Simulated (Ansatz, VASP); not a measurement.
# Two plane-wave programs on HfPb4O

INCAR

```
PREC = Accurate
ENCUT = 520
EDIFF = 1E-7
ISMEAR = 0
SIGMA = 0.1
LREAL = F
LASPH = T
NELM = 60
ALGO = Normal
ISIF = 2
LWAVE = F
LCHARG = T
GGA = PE
LELF = T
LVHAR = T
NBANDS = 45
```

KPOINTS

```
Automatic mesh
0
Gamma
  4 4 4
```

POSCAR

```
HfPb4O
1.0
    0.0000000000      4.1430643000      4.1430643000
    4.1430643000      0.0000000000      4.1430643000
    4.1430643000      4.1430643000      0.0000000000
Hf Pb O
1 4 1
Direct
    0.0000000000      0.0000000000      0.0000000000
    0.8696399600      0.3767866800      0.3767866800
    0.3767866800      0.3767866800      0.3767866800
    0.3767866800      0.8696399600      0.3767866800
    0.3767866800      0.3767866800      0.8696399600
    0.5000000000      0.5000000000      0.5000000000
```

Input for Ansatz:

```yaml
crystal:
  lattice:
    - [0.0, 4.1430643, 4.1430643]
    - [4.1430643, 0.0, 4.1430643]
    - [4.1430643, 4.1430643, 0.0]
  atoms:
    - { symbol: Hf, position: [0.0, 0.0, 0.0] }
    - { symbol: Pb, position: [0.86963996, 0.37678668, 0.37678668] }
    - { symbol: Pb, position: [0.37678668, 0.37678668, 0.37678668] }
    - { symbol: Pb, position: [0.37678668, 0.86963996, 0.37678668] }
    - { symbol: Pb, position: [0.37678668, 0.37678668, 0.86963996] }
    - { symbol: O, position: [0.5, 0.5, 0.5] }
basis:
  ecutwfc: 420
kpoints:
  mp_grid: { grid: [4, 4, 4] }
hamiltonian:
  xc: pbe
scf:
  occupations: { method: gaussian, width: 0.1 }
  lower_state_search: "off"
output:
  forces: true
  stress: true
  eigenvalues: true
```

Change from the starting cell: species swapped into the LiBH4 type (F-43m, No. 216).

Alike in both runs: task single point; functional PBE; k mesh 4 × 4 × 4; occupations gaussian, width 0.1 eV; no spin polarisation.

|  | VASP | Ansatz |
| --- | --- | --- |
| version | VASP 6.6.1 | Ansatz 0.2.0 |
| potentials or method | VASP PAW PBE potentials, release 64 (Hf_pv, Pb_d, O), cutoff 520 eV | scalar-relativistic, plane waves, PAW |
| valence electrons in the cell | 72 | 88 |

|  | VASP | Ansatz | Ansatz less VASP |
| --- | --- | --- | --- |
| gap on the k mesh at the Fermi level (eV) | none | none | - |
| rms of the force components (eV/Å) | 7.327 | 7.437 | +0.1106 |

Atom by atom the forces differ by 0.111 eV/Å (rms over components). A gap of «none» marks a metal or a gap that the smearing closes. VASP's potentials hold 72 valence electrons a cell and Ansatz's 88, so a difference there can come from the potentials and not from the codes.

Spin-orbit coupling is off throughout.
